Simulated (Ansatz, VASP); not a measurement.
FeO: VASP beside Ansatz

File INCAR:

```
SYSTEM = FeO
ALGO = Normal
EDIFF = 1E-6
ENCUT = 700
GGA = PE
GGA_COMPAT = .False.
ISIF = 2
ISMEAR = 0
ISPIN = 2
LASPH = .True.
LCHARG = .True.
LELF = .True.
LMAXMIX = 4
LORBIT = 11
LREAL = .False.
LVHAR = .True.
LWAVE = .False.
MAGMOM = 3 0
NBANDS = 22
NELM = 200
PREC = Accurate
SIGMA = 0.014
```

KPOINTS

```
k-points
0
Gamma
  11 11 11
  0 0 0
```

Contents of POSCAR:

```
FeO
1.0
    0.0000000000      2.1554000000      2.1554000000
    2.1554000000      0.0000000000      2.1554000000
    2.1554000000      2.1554000000      0.0000000000
Fe O
1 1
Direct
    0.0000000000      0.0000000000      0.0000000000
    0.5000000000      0.5000000000      0.5000000000
```

File input.yaml:

```yaml
crystal:
  lattice:
    - [0.0, 2.1554, 2.1554]
    - [2.1554, 0.0, 2.1554]
    - [2.1554, 2.1554, 0.0]
  atoms:
    - { symbol: Fe, position: [0.0, 0.0, 0.0], spin: 3.0 }
    - { symbol: O, position: [0.5, 0.5, 0.5] }
hamiltonian:
  xc: pbe
  pseudopotentials: { kind: paw }
magnetization:
  spin_polarized: true
kpoints:
  mp_grid: { grid: [11, 11, 11] }
scf:
  occupations: { method: gaussian, width: 0.014 }
output:
  forces: true
  stress: true
  eigenvalues: true
  write_density: true
  write_potential: true
  elf: true
  volumetric_format: npy
```

Alike in both runs: task single point; functional PBE; k mesh 11 × 11 × 11; occupations gaussian, width 0.014 eV; collinear spin.

|  | VASP | Ansatz |
| --- | --- | --- |
| version | VASP 6.6.1 | Ansatz 0.2.0 |
| potentials or method | VASP PAW PBE potentials, release 64 (Fe_sv, O) | Ansatz PAW |
| plane-wave cutoff (eV) | 700 | 420 |
| valence electrons in the cell | 22 | 22 |

|  | VASP | Ansatz | Ansatz less VASP |
| --- | --- | --- | --- |
| gap on the k mesh at the Fermi level (eV) | none | none | - |
| pressure (GPa) | -1.4 | -0.3 | +1.14 |
| net moment per atom (μB) | 2.00 | 2.00 | 0.000 |
| size of the moment on the site where the two differ most (μB) | 3.48 | 3.45 | -0.028 |

Site moments also hang on the region over which each program counts them. A gap of «none» marks a metal or a gap that the smearing closes. The functional is the same, so the differences come from potentials, cutoffs and numerics.
